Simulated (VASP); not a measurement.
Set up this calculation in VASP 6.6.1, as the native input.

| Quantity | Value |
| --- | --- |
| Task | single point |
| Functional | PBE |
| Potentials or basis | VASP PAW PBE potentials, release 64 (Ir) |
| Cutoff | 520 eV |
| k mesh | 18 × 18 × 10 |
| Occupations | gaussian, width 0.1 eV |
| Spin | no spin polarisation |
| Dipole correction | no |
| Further INCAR settings | ALGO = Normal; EDIFF = 1e-07; NBANDS = 16 |

The structure of Ir lies in POSCAR:

```
Ir
1.0
    2.7480958679      0.0000000000      0.0000000000
   -1.3740479339      2.3799208336      0.0000000000
    0.0000000000      0.0000000000      4.4532263859
Ir
2
Direct
    0.6666666667      0.3333333333      0.7500000000
    0.3333333333      0.6666666667      0.2500000000
```

The input as run:

INCAR

```
SYSTEM = Ir
PREC = Accurate ; ENCUT = 520
EDIFF = 1E-7 ; ISMEAR = 0
SIGMA = 0.1 ; LREAL = .FALSE.
LASPH = .TRUE. ; NELM = 80
ALGO = Normal ; ISIF = 2
LWAVE = .FALSE. ; LCHARG = .FALSE.
GGA = PE ; NBANDS = 16
```

KPOINTS

```
regular mesh
0
G
  18 18 10
  0 0 0
```

Potentials or basis: VASP PAW PBE potentials, release 64 (Ir).

Launch:

```console
$ cat potpaw_PBE.64/Ir/POTCAR > POTCAR
$ mpirun -np 1 vasp_std > vasp.out
```

It gave:

```json
{
  "Pressure": "0.5 GPa",
  "Band gap on the k mesh": "zero (band 9 reaches 10.95 eV, above the bottom of band 10 at 7.77 eV)"
}
```

Caveat: spin-orbit coupling is left out, which moves the levels of the heavy elements.

Run time: 110 s on 1 thread of Intel(R) Xeon(R) Platinum 8375C CPU @ 2.90GHz (Ice Lake) (shared host), peak memory 0.21 GiB.
